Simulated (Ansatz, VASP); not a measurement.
# MgS in VASP and in Ansatz

INCAR

```
SYSTEM = MgS
  PREC = Accurate
  ENCUT = 600
  EDIFF = 1E-6
  ISMEAR = -1
  SIGMA = 0.03
  LREAL = .False.
  LASPH = .True.
  NELM = 120
  ALGO = Normal
  ISIF = 2
  LWAVE = .False.
  LCHARG = .False.
  GGA = PS
  NBANDS = 16
  GGA_COMPAT = .False.
```

KPOINTS

```
regular mesh
0
Gamma
  5 5 2
  0 0 0
```

File POSCAR:

```
MgS
1.0
    4.0346224068      0.0000000000      0.0000000000
   -2.0173112034      3.4940854990      0.0000000000
    0.0000000000      0.0000000000      6.4322941800
S Mg
2 2
Direct
    0.6666666667      0.3333333333      0.8792441500
    0.3333333333      0.6666666667      0.3792441500
    0.3333333333      0.6666666667      0.9957548500
    0.6666666667      0.3333333333      0.4957548500
```

The input input.yaml:

```yaml
crystal:
  lattice:
    - [4.0346224068, 0.0, 0.0]
    - [-2.0173112034, 3.494085499, 0.0]
    - [0.0, 0.0, 6.43229418]
  atoms:
    - { symbol: S, position: [0.6666666667, 0.3333333333, 0.87924415] }
    - { symbol: S, position: [0.3333333333, 0.6666666667, 0.37924415] }
    - { symbol: Mg, position: [0.3333333333, 0.6666666667, 0.99575485] }
    - { symbol: Mg, position: [0.6666666667, 0.3333333333, 0.49575485] }
kpoints:
  mp_grid: { grid: [5, 5, 2] }
scf:
  occupations: { method: fermi_dirac, width: 0.03 }
hamiltonian:
  xc: pbesol
  pseudopotentials: { kind: all_electron, lapw: { basis_error: 0.002 } }
output:
  forces: true
  stress: true
  eigenvalues: true
```

Alike in both runs: task single point; functional PBEsol; k mesh 5 × 5 × 2; occupations fermi-dirac, width 0.03 eV; no spin polarisation.

|  | VASP | Ansatz |
| --- | --- | --- |
| version | VASP 6.6.1 | Ansatz 0.2.0 |
| potentials or method | VASP PAW PBE potentials, release 64 (S, Mg), cutoff 600 eV | all-electron LAPW, scalar-relativistic |

Ansatz gave:

```
gap on the k mesh at the Fermi level (eV)                     : 3.27
least direct gap on the mesh (eV)                             : 3.27
pressure (GPa)                                                : -0.3
traceless stress, the component that is largest in VASP (GPa) : -0.24
rms of the force components (eV/Å)                            : 0.026
```

Problem. Estimate VASP's values.

Solution. gap on the k mesh at the Fermi level (eV): 3.27; least direct gap on the mesh (eV): 3.27; pressure (GPa): -0.4; traceless stress, the component that is largest in VASP (GPa): -0.24; rms of the force components (eV/Å): 0.026.

VASP's potentials were made for PBE, not for PBEsol. Atom by atom the forces differ by 0.000 eV/Å (rms over components). Ansatz ran all-electron here, and VASP with PAW potentials.

The k mesh is coarse, so the values compare programs but aren't converged.
